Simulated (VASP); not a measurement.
# CaBi (P-6m2) in VASP: a series of runs

Runs on CaBi. Level: PBE. Tasks: single point, relaxation of cell and atoms.

All numbers are computed with VASP 6.6.1; they aren't measurements. Logs are shortened: lines on timing, memory, paths and dates and some standing lists are left out, and cuts for length are marked.

## Step 1: The cell of the first run

Symmetry: P-6m2, No. 187, hexagonal system. The conventional cell has a = 4.085 Å, b = 4.085 Å, c = 4.645 Å, α = 90.00°, β = 90.00°, γ = 120.00°. Within 4.4 Å of Ca (site symmetry -6m2) lie 6 Bi at 3.31 Å and 6 Ca at 4.08 Å. Within 4.4 Å of Bi (site symmetry -6m2) lie 6 Ca at 3.31 Å and 6 Bi at 4.08 Å.

## Step 2: Single point, PBE

The input, INCAR:

```
ALGO = Normal
EDIFF = 1E-6
ENCUT = 520
GGA = PE
ISIF = 2
ISMEAR = 0
LASPH = T
LCHARG = T
LELF = T
LREAL = F
LVHAR = T
LWAVE = F
NBANDS = 20
NELM = 100
PREC = Accurate
SIGMA = 0.1
```

The input, KPOINTS:

```
k-points
0
Gamma
  15 15 12
```

The input, POSCAR:

```
CaBi
1.0
    4.0849509802      0.0000000000      0.0000000000
   -2.0424754901      3.5376713221      0.0000000000
    0.0000000000      0.0000000000      4.6454534990
Ca Bi
1 1
Direct
    0.0000000000      0.0000000000      0.0000000000
    0.3333333333      0.6666666667      0.5000000000
```

Potentials or basis: VASP PAW PBE potentials, release 64 (Ca_sv, Bi_d).

On the command line:

```sh
> cat potpaw_PBE.64/Ca_sv/POTCAR potpaw_PBE.64/Bi_d/POTCAR > POTCAR
> mpirun -np 1 vasp_std > vasp.out
```

OUTCAR:

```text
EDIFF = 1E-6
   ENCUT = 520
   GGA = PE
   ISIF = 2
   ISMEAR = 0
   LASPH = T
   LREAL = F
   NELM = 100
   PREC = Accurate

 ion  position               nearest neighbor table
   1  0.000  0.000  0.000-   2 3.31   2 3.31   2 3.31   2 3.31   2 3.31   2 3.31
   2  0.333  0.667  0.500-   1 3.31   1 3.31   1 3.31   1 3.31   1 3.31   1 3.31

  LATTYP: Found a hexagonal cell.
 ALAT       =     4.0849509802
 C/A-ratio  =     1.1372115655

  Lattice vectors:

 A1 = (   4.0849509802,   0.0000000000,   0.0000000000)
 A2 = (  -2.0424754901,   3.5376713221,   0.0000000000)
 A3 = (   0.0000000000,   0.0000000000,   4.6454534990)

Analysis of symmetry for initial positions (statically):
=====================================================================
 Subroutine PRICEL returns:
 Original cell was already a primitive cell.

 Routine SETGRP: Setting up the symmetry group for a
 hexagonal supercell.

 Subroutine GETGRP returns: Found 12 space group operations
 (whereof 12 operations were pure point group operations)
 out of a pool of 24 trial point group operations.

The static configuration has the point symmetry D_3h.

Analysis of symmetry for dynamics (positions and initial velocities):
=====================================================================
 Subroutine PRICEL returns:
 Original cell was already a primitive cell.

 Routine SETGRP: Setting up the symmetry group for a
 hexagonal supercell.

 Subroutine GETGRP returns: Found 12 space group operations
 (whereof 12 operations were pure point group operations)
 out of a pool of 24 trial point group operations.

The dynamic configuration has the point symmetry D_3h.

 Subroutine INISYM returns: Found 12 space group operations
 (whereof 12 operations are pure point group operations),
 and found     1 'primitive' translations

----------------------------------------------------------------------------------------

                                     Primitive cell

  volume of cell :      67.1324

  direct lattice vectors                    reciprocal lattice vectors
     4.084950980  0.000000000  0.000000000     0.244800979  0.141335911  0.000000000
    -2.042475490  3.537671322  0.000000000     0.000000000  0.282671822  0.000000000
     0.000000000  0.000000000  4.645453499     0.000000000  0.000000000  0.215264236

  length of vectors
     4.084950980  4.084950980  4.645453499     0.282671822  0.282671822  0.215264236

  position of ions in fractional coordinates (direct lattice)
     0.000000000  0.000000000  0.000000000
     0.333333333  0.666666667  0.500000000

  ion indices of the primitive-cell ions
   primitive index   ion index
                 1           1
                 2           2

----------------------------------------------------------------------------------------

 KPOINTS: k-points

Automatic generation of k-mesh.
 Grid dimensions read from file:
 generate k-points for:   15   15   12

 Generating k-lattice:

  Cartesian coordinates                     Fractional coordinates (reciprocal lattice)
     0.016320065  0.009422394  0.000000000     0.066666667 -0.000000000  0.000000000
     0.000000000  0.018844788  0.000000000     0.000000000  0.066666667  0.000000000
     0.000000000  0.000000000  0.017938686     0.000000000  0.000000000  0.083333333

  Length of vectors
     0.018844788  0.018844788  0.017938686

  Shift w.r.t. Gamma in fractional coordinates (k-lattice)
     0.000000000  0.000000000  0.000000000

 Subroutine IBZKPT returns following result:
 ===========================================

 Found    189 irreducible k-points:

 Following reciprocal coordinates:
            Coordinates               Weight
  0.000000  0.000000  0.000000      1.000000
  0.066667 -0.000000  0.000000      6.000000
  0.133333  0.000000  0.000000      6.000000
  0.200000 -0.000000  0.000000      6.000000
  0.266667  0.000000  0.000000      6.000000
  0.333333 -0.000000  0.000000      6.000000
[... 16 lines left out ...]
  0.333333  0.200000  0.000000     12.000000
  0.400000  0.200000  0.000000      6.000000
 [... further k-points ...]
   k-points           NKPTS =    189   k-points in BZ     NKDIM =    189   number of bands    NBANDS=     20
   number of dos      NEDOS =    301   number of ions     NIONS =      2
   total plane-waves  NPLWV =  32400
   dimension x,y,z NGX =    30 NGY =   30 NGZ =   36
   dimension x,y,z NGXF=    60 NGYF=   60 NGZF=   72
   ions per type =               1   1
   NGX,Y,Z   is equivalent  to a cutoff of  12.21, 12.21, 12.88 a.u.
   NGXF,Y,Z  is equivalent  to a cutoff of  24.42, 24.42, 25.77 a.u.
 SYSTEM =  unknown system
   PREC   = accura    normal or accurate (medium, high low for compatibility)
   ISTART =      0    job   : 0-new  1-cont  2-samecut
   ICHARG =      2    charge: 1-file 2-atom 10-const
   ISPIN  =      1    spin polarized calculation?
   LNONCOLLINEAR =      F non collinear calculations
   LSORBIT =      F    spin-orbit coupling
   LASPH  =      T    aspherical Exc in radial PAW
   ENCUT  =  520.0 eV  38.22 Ry    6.18 a.u.   7.60  7.60  8.64*2*pi/ulx,y,z
   NELM   =    100;   NELMIN=  2; NELMDL= -5     # of ELM steps
   EDIFF  = 0.1E-05   stopping-criterion for ELM
   LREAL  =      F    real-space projection
   EDIFFG = 0.1E-04   stopping-criterion for IOM
   NSW    =      0    number of steps for IOM
   IBRION =     -1    ionic relax: 0-MD 1-quasi-New 2-CG
   NFREE  =      0    steps in history (QN), initial steepest desc. (CG)
   ISIF   =      2    stress and relaxation
   ISYM   =      2    0-nonsym 1-usesym 2-fastsym
   POTIM  = 0.5000    time-step for ionic-motion
   TEBEG  =    0.0;   TEEND  =   0.0 temperature during run
   PSTRESS=    0.0 pullay stress
   NELECT =      25.0000    total number of electrons
   NUPDOWN=      -1.0000    fix difference up-down
   EMIN   =  10.00;   EMAX   =-10.00  energy-range for DOS
   EFERMI =   0.00;   METHOD = LEGACY
   ISMEAR =     0;   SIGMA  =   0.10  broadening in eV -4-tet -1-fermi 0-gaus
   EFERMI_NEDOS =   21; number of points for ismear=-14 and -15
   IALGO  =     38    algorithm
   IMIX   =      4    mixing-type and parameters
     AMIX     =   0.40;   BMIX     =  1.00
     AMIX_MAG =   1.60;   BMIX_MAG =  1.00
  volume/ion in A,a.u.               =      33.57       226.52
  Fermi-wavevector in a.u.,A,eV,Ry     =   1.177816  2.225749 18.874681  1.387250
  Thomas-Fermi vector in A             =   2.314156
   LORBIT       =      0    0 simple, 1 ext, 2 COOP (PROOUT), +10 PAW based schemes
   GGA     = PE    functional components
   LHFCALC =     F    Hartree Fock is set to
   AEXX    =    0.0000 exact exchange contribution
   IVDW    =     0    specifies the selected vdW correction
   LEPSILON=     F    determine dielectric tensor
   LRPA    =     F    only Hartree local field effects (RPA)
 non-spin polarized calculation
 Gauss-broadening in eV      SIGMA  =   0.10
  energy-cutoff  :      520.00
  volume of cell :       67.13
 maximum number of plane-waves:      1830
   NGX = 15   NGY = 15   NGZ = 17

 number of electron      24.9999999 magnetization

 Free energy of the ion-electron system (eV)
  ---------------------------------------------------
  ext. energy  EPLUGINS =         0.00000000
  ---------------------------------------------------
  free energy    TOTEN  =        -6.99204700 eV

  energy without entropy =       -6.98456513  energy(sigma->0) =       -6.98830606

 E-fermi :   4.6841     XC(G=0):  -9.0691

 val. band max:        4.6818413481   @ k =   0.3333   0.0667   0.2500
 cond. band min:       4.6928204765   @ k =   0.1333   0.0000   0.2500
 fundamental gap:      0.0109791284
 Fermi energy:         4.6840680294

 k-point     1 :       0.0000    0.0000    0.0000
  band No.  band energies     occupation
      1     -36.7951      2.00000
      2     -17.8335      2.00000
      3     -17.8335      2.00000
      4     -17.7551      2.00000
      5     -17.4846      2.00000
      6     -17.4846      2.00000
[... 12 lines left out ...]
     19       8.8457      0.00000
     20      11.2883      0.00000

 k-point     2 :       0.0667   -0.0000    0.0000
  band No.  band energies     occupation
      1     -36.7949      2.00000
      2     -17.8367      2.00000
      3     -17.8336      2.00000
      4     -17.7588      2.00000
      5     -17.4859      2.00000
      6     -17.4840      2.00000
[... 12 lines left out ...]
     19       8.9275      0.00000
     20      11.2564      0.00000

 k-point     3 :       0.1333    0.0000    0.0000
  band No.  band energies     occupation
      1     -36.7942      2.00000
      2     -17.8457      2.00000
      3     -17.8339      2.00000
      4     -17.7689      2.00000
      5     -17.4895      2.00000
      6     -17.4824      2.00000
[... 12 lines left out ...]
     19       9.1749      0.00000
     20      11.3148      0.00000

 k-point     4 :       0.2000   -0.0000    0.0000
  band No.  band energies     occupation
      1     -36.7933      2.00000
      2     -17.8589      2.00000
      3     -17.8344      2.00000
      4     -17.7827      2.00000
      5     -17.4942      2.00000
      6     -17.4798      2.00000
[... 12 lines left out ...]
     19       9.3451      0.00000
     20      11.5508      0.00000

 k-point     5 :       0.2667    0.0000    0.0000
  band No.  band energies     occupation
      1     -36.7921      2.00000
      2     -17.8740      2.00000
      3     -17.8351      2.00000
      4     -17.7973      2.00000
      5     -17.4991      2.00000
      6     -17.4768      2.00000
[... 12 lines left out ...]
     19       9.3508      0.00000
     20      11.6419      0.00000
[... 353 lines left out ...]
      6     -17.4788      2.00000
[... 12 lines left out ...]
     19       9.6475      0.00000
     20      12.2745      0.00000

 k-point    22 :       0.2667    0.2000    0.0000
  band No.  band energies     occupation
      1     -36.7900      2.00000
      2     -17.8912      2.00000
      3     -17.8481      2.00000
      4     -17.8213      2.00000
      5     -17.4990      2.00000
      6     -17.4788      2.00000
[... 12 lines left out ...]
     19       9.5346      0.00000
     20      12.0419      0.00000

 k-point    23 :       0.3333    0.2000    0.0000
  band No.  band energies     occupation
      1     -36.7895      2.00000
      2     -17.8953      2.00000
      3     -17.8518      2.00000
      4     -17.8268      2.00000
      5     -17.4993      2.00000
      6     -17.4786      2.00000
[... 12 lines left out ...]
     19       9.7683      0.00000
     20      11.8610      0.00000

 k-point    24 :       0.4000    0.2000    0.0000
  band No.  band energies     occupation
      1     -36.7893      2.00000
      2     -17.8967      2.00000
      3     -17.8531      2.00000
      4     -17.8288      2.00000
      5     -17.4994      2.00000
      6     -17.4784      2.00000
[... 12 lines left out ...]
     19       9.8966      0.00000
     20      11.4870      0.00000

 [... further k-points ...]

------------------------ aborting loop because EDIFF is reached ----------------------------------------

  FORCE on cell =-STRESS in cart. coord.  units (eV):
  Direction    XX          YY          ZZ          XY          YZ          ZX
  --------------------------------------------------------------------------------------
  -------------------------------------------------------------------------------------
  Total        0.0141692      0.0141692      0.0244217      0.0000000      0.0000000     -0.0000000
  in kB        0.3381615      0.3381615      0.5828471      0.0000000      0.0000000     -0.0000000
  external PRESSURE =       0.4197234 kB  Pullay stress =       0.0000000 kB

 VOLUME and BASIS-vectors are now :
 -----------------------------------------------------------------------------
  energy-cutoff  :      520.00
  volume of cell :       67.13
      direct lattice vectors                 reciprocal lattice vectors
     4.084950980  0.000000000  0.000000000     0.244800979  0.141335911  0.000000000
    -2.042475490  3.537671322  0.000000000     0.000000000  0.282671822  0.000000000
     0.000000000  0.000000000  4.645453499     0.000000000  0.000000000  0.215264236

 POSITION                                       TOTAL-FORCE (eV/Angst)
 -----------------------------------------------------------------------------------
      0.00000      0.00000      0.00000        -0.000000      0.000000      0.000000
     -0.00000      2.35845      2.32273         0.000000     -0.000000      0.000000
 -----------------------------------------------------------------------------------
    total drift:                                0.000000     -0.000000     -0.000000

  FREE ENERGIE OF THE ION-ELECTRON SYSTEM (eV)
  ---------------------------------------------------
  free  energy   TOTEN  =        -6.9920469984 eV

  energy  without entropy=       -6.9845651300  energy(sigma->0) =       -6.98830606
```

Wall time 2.9 min (1 thread of Intel Xeon Platinum 8259CL at 2.50GHz (Skylake/Cascade Lake), shared host); peak memory 0.37 GiB.

Results:

```
Free energy : -6.9920 eV
Pressure    : 0.0 GPa
```

Caveat: spin-orbit coupling is left out, which moves the levels of the heavy elements.

## Step 3: Relaxation of cell and atoms, PBE

This run uses another cell than the first one, of 33.46 Å³/atom, 0.997 times its volume.

The input, INCAR:

```
PREC = Accurate
ENCUT = 600
EDIFF = 1E-7
ISMEAR = 0
SIGMA = 0.1
LREAL = F
LASPH = T
NELM = 100
ALGO = Normal
ISIF = 3
LWAVE = F
LCHARG = F
GGA = PE
IBRION = 2
NSW = 100
EDIFFG = -0.01
```

The input, KPOINTS:

```
regular mesh
0
Gamma
  15 15 12
```

The input, POSCAR:

```
CaBi
1.0
    4.0645645103      0.0000000000      0.0000000000
   -2.0322822551      3.5200161212      0.0000000000
    0.0000000000      0.0000000000      4.6768661892
Ca Bi
1 1
Direct
    0.0000000000      0.0000000000      0.0000000000
    0.3333333333      0.6666666667      0.5000000000
```

Potentials or basis: VASP PAW PBE potentials, release 64 (Ca_sv, Bi_d).

On the command line:

```sh
> cat potpaw_PBE.64/Ca_sv/POTCAR potpaw_PBE.64/Bi_d/POTCAR > POTCAR
> mpirun -np 1 vasp_std > vasp.out
```

OUTCAR:

```text
PREC = Accurate
   ENCUT = 600
   EDIFF = 1E-7
   ISMEAR = 0
   LREAL = F
   LASPH = T
   NELM = 100
   ISIF = 3
   GGA = PE
   IBRION = 2
   NSW = 100
   EDIFFG = -0.01

 ion  position               nearest neighbor table
   1  0.000  0.000  0.000-   2 3.31   2 3.31   2 3.31   2 3.31   2 3.31   2 3.31
   2  0.333  0.667  0.500-   1 3.31   1 3.31   1 3.31   1 3.31   1 3.31   1 3.31

  LATTYP: Found a hexagonal cell.
 ALAT       =     4.0645645103
 C/A-ratio  =     1.1506438580

  Lattice vectors:

 A1 = (   4.0645645103,   0.0000000000,   0.0000000000)
 A2 = (  -2.0322822551,   3.5200161212,   0.0000000000)
 A3 = (   0.0000000000,   0.0000000000,   4.6768661892)

Analysis of symmetry for initial positions (statically):
=====================================================================
[... 321 lines left out ...]
  ext. energy  EPLUGINS =         0.00000000
  ---------------------------------------------------
  free energy    TOTEN  =        -6.99218573 eV

  energy without entropy =       -6.98468696  energy(sigma->0) =       -6.98843634

 E-fermi :   4.6660     XC(G=0):  -9.0592

 val. band max:        4.6638728729   @ k =   0.3333   0.0667   0.2500
 cond. band min:       4.6739615290   @ k =   0.1333   0.0000   0.2500
 fundamental gap:      0.0100886561
 Fermi energy:         4.6660294111

 k-point     1 :       0.0000    0.0000    0.0000
  band No.  band energies     occupation
      1     -36.8210      2.00000
      2     -17.8586      2.00000
      3     -17.8586      2.00000
      4     -17.7804      2.00000
      5     -17.5026      2.00000
      6     -17.5026      2.00000
[... 433 lines left out ...]
      3     -17.8785      2.00000
      4     -17.8516      2.00000
      5     -17.5167      2.00000
      6     -17.4960      2.00000
[... 8 lines left out ...]
     15       7.1937      0.00000
     16       7.5348      0.00000

 [... further k-points ...]
[... 5 lines left out ...]
  --------------------------------------------------------------------------------------
  -------------------------------------------------------------------------------------
  Total       -0.0048637     -0.0048637     -0.0077945     -0.0000000     -0.0000000     -0.0000000
  in kB       -0.1157967     -0.1157967     -0.1855764     -0.0000000     -0.0000000     -0.0000000
  external PRESSURE =      -0.1390566 kB  Pullay stress =       0.0000000 kB
[... 17 lines left out ...]
  FREE ENERGIE OF THE ION-ELECTRON SYSTEM (eV)
  ---------------------------------------------------
  free  energy   TOTEN  =        -6.9921857272 eV

  energy  without entropy=       -6.9846869571  energy(sigma->0) =       -6.98843634

 reached required accuracy - stopping structural energy minimisation
```

OSZICAR:

```text
N       E                     dE             d eps       ncg     rms          rms(c)
DAV:   1     0.238579886195E+03    0.23858E+03   -0.14204E+04  6048   0.183E+03
DAV:   2     0.704915310248E+01   -0.23153E+03   -0.23004E+03  6048   0.444E+02
DAV:   3    -0.657614731178E+01   -0.13625E+02   -0.13506E+02  8560   0.121E+02
DAV:   4    -0.705270490651E+01   -0.47656E+00   -0.47623E+00 10864   0.202E+01
[... 44 lines left out ...]
DAV:   5    -0.699218748311E+01    0.58030E-08   -0.78141E-06 10592   0.444E-02    0.434E-03
DAV:   6    -0.699218654544E+01    0.93766E-06   -0.11554E-06  9456   0.124E-02    0.113E-03
DAV:   7    -0.699218554740E+01    0.99805E-06   -0.50879E-07 10328   0.917E-03    0.217E-04
DAV:   8    -0.699218571444E+01   -0.16705E-06   -0.37051E-08  4400   0.267E-03    0.961E-05
DAV:   9    -0.699218572719E+01   -0.12748E-07   -0.67244E-09  3856   0.898E-04
   5 F= -.69921857E+01 E0= -.69884363E+01  d E =-.150554E-04
```

CONTCAR:

```text
CaBi
   1.00000000000000
     4.0880076820823810    0.0000000000003335   -0.0000000000000000
    -2.0440038409906132    3.5403185035079567    0.0000000000000000
     0.0000000000000000   -0.0000000000000000    4.6496799509511231
  Ca              Bi
     1     1
Direct
     0.0000000000000000    0.0000000000000000    0.0000000000000000
     0.3333333332999970    0.6666666667000030    0.5000000000000000

  0.00000000E+00  0.00000000E+00  0.00000000E+00
  0.00000000E+00  0.00000000E+00  0.00000000E+00
```

Run time: 9 min. Hardware: 1 thread of Intel Xeon Platinum 8259CL at 2.50GHz (Skylake/Cascade Lake), shared host; peak memory 0.42 GiB.

Results:

| Property | Result |
| --- | --- |
| Free energy | -6.9922 eV |
| Relaxed volume | 33.65 Å³/atom |
| Relaxed cell | a = 4.088 Å, b = 4.088 Å, c = 4.650 Å, α = 90.00°, β = 90.00°, γ = 120.00° |
| Space group after relaxing (to 0.05 Å) | P-6m2 (No. 187) |
| Energy gained by relaxing | 0.5 meV/atom |
| Ionic steps | 5 |
| Pressure after relaxing | 0.0 GPa |

The path:
| step | energy change (eV) | largest force (eV/Å) | pressure (GPa) | volume (Å³) |
| --- | --- | --- | --- | --- |
| 1 | 0.0000 | 0.0000 | 0.07 | 66.91 |
| 2 | -0.0008 | 0.0000 | 0.06 | 67.05 |
| 3 | -0.0010 | 0.0000 | 0.05 | 67.16 |
| 4 | -0.0010 | 0.0000 | 0.05 | 67.17 |
| 5 | -0.0010 | 0.0000 | -0.01 | 67.29 |

Final structure:
```xyz
2
Lattice="4.0880 0.0000 0.0000 -2.0440 3.5403 0.0000 0.0000 0.0000 4.6497" Properties=species:S:1:pos:R:3 pbc="T T T"
Ca    0.0000    0.0000    0.0000
Bi    0.0000    2.3602    2.3248
```

Caveat: spin-orbit coupling is left out, which moves the levels of the heavy elements.
